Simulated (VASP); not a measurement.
A run of VASP 6.6.1:

POSCAR

```
BaZrO3
1.0
    4.2328952642      0.0000000000      0.0000000000
    0.0000000000      4.2328952642      0.0000000000
    0.0000000000      0.0000000000      4.2328952642
Ba Zr O
1 1 3
Direct
    0.0000000000      0.0000000000      0.0000000000
    0.5000000000      0.5000000000      0.5000000000
    0.0000000000      0.5000000000      0.5000000000
    0.5000000000      0.5000000000      0.0000000000
    0.5000000000      0.0000000000      0.5000000000
```

Contents of INCAR.step1:

```
SYSTEM = BaZrO3
PREC = Accurate
ENCUT = 520
ISMEAR = 0
SIGMA = 0.05
LREAL = .FALSE.
LASPH = .TRUE.
NELM = 80
NBANDS = 28
GGA = PE
ALGO = Normal
EDIFF = 1E-4
LWAVE = .TRUE.
LCHARG = .FALSE.
```

Contents of INCAR.step2:

```
SYSTEM = BaZrO3
PREC = Accurate
ENCUT = 520
EDIFF = 1E-6
ISMEAR = 0
SIGMA = 0.05
LREAL = .FALSE.
LASPH = .TRUE.
NELM = 80
ALGO = Normal
ISIF = 2
LWAVE = .FALSE.
LCHARG = .FALSE.
METAGGA = R2SCAN
LMIXTAU = .TRUE.
NBANDS = 28
ISTART = 1
```

KPOINTS

```
regular mesh
0
G
  6 6 6
  0 0 0
```

Potentials or basis: VASP PAW PBE potentials, release 64 (Ba_sv, Zr_sv, O).

Command:

```bash
$ cat potpaw_PBE.64/Ba_sv/POTCAR potpaw_PBE.64/Zr_sv/POTCAR potpaw_PBE.64/O/POTCAR > POTCAR
$ cp INCAR.step1 INCAR
$ mpirun -np 1 vasp_std > vasp.out
$ cp INCAR.step2 INCAR
$ mpirun -np 1 vasp_std > vasp.out
```

Hardware: 1 thread of Intel Xeon 8259CL, with other jobs on the host.

Task: Estimate the wall time of this run.

Result: It took 2.9 min on 1 thread of Intel Xeon 8259CL (shared host), peak memory 0.21 GiB. Counts: k points 20.
